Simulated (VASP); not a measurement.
Write the native input for VASP 6.6.1 that does the following.

* Task: single point
* Functional: r2SCAN
* Potentials or basis: VASP PAW PBE potentials, release 64 (Pd)
* Cutoff: 520 eV
* k mesh: 16 × 16 × 16
* Occupations: fermi-dirac, width 0.1 eV
* Spin: no spin polarisation
* Dipole correction: no
* Further INCAR settings: ALGO = Normal; EDIFF = 1e-06; NBANDS = 11

Crystal: Pd.

```
Pd
1.0
     0.00000    1.95537    1.95537
     1.95537    0.00000    1.95537
     1.95537    1.95537    0.00000
Pd
1
Cartesian
  0.0000 0.0000 0.0000
```

The input as run:

POSCAR

```
Pd
1.0
    0.0000000000      1.9553666769      1.9553666769
    1.9553666769      0.0000000000      1.9553666769
    1.9553666769      1.9553666769      0.0000000000
Pd
1
Direct
    0.0000000000      0.0000000000      0.0000000000
```

INCAR.step1

```
  ALGO = Normal
  EDIFF = 1E-4
  ENCUT = 520
  GGA = PE
  ISMEAR = -1
  LASPH = True
  LCHARG = False
  LREAL = False
  LWAVE = True
  NBANDS = 11
  NELM = 60
  PREC = Accurate
  SIGMA = 0.1
```

INCAR.step2

```
  ALGO = Normal
  EDIFF = 1E-6
  ENCUT = 520
  ISIF = 2
  ISMEAR = -1
  ISTART = 1
  LASPH = True
  LCHARG = False
  LMIXTAU = True
  LREAL = False
  LWAVE = False
  METAGGA = R2SCAN
  NBANDS = 11
  NELM = 60
  PREC = Accurate
  SIGMA = 0.1
```

KPOINTS

```
k-points
0
Gamma
  16 16 16
```

Potentials or basis: VASP PAW PBE potentials, release 64 (Pd).

Run with:

```sh
$ cat potpaw_PBE.64/Pd/POTCAR > POTCAR
$ cp INCAR.step1 INCAR
$ mpirun -np 1 vasp_std > vasp.out
$ cp INCAR.step2 INCAR
$ mpirun -np 1 vasp_std > vasp.out
```

It gave:

```yaml
Pressure: 0.7 GPa
Band_gap_on_the_k_mesh: zero (band 5 reaches 9.69 eV, above the bottom of band 6 at 8.05 eV)
```

Caveat: the PAW data sets were made with another functional, which shifts forces and pressure a little.

It took 54 s on 1 thread of Intel(R) Xeon(R) Platinum 8488C (Sapphire Rapids), with other jobs on the host, peak memory 0.16 GiB.
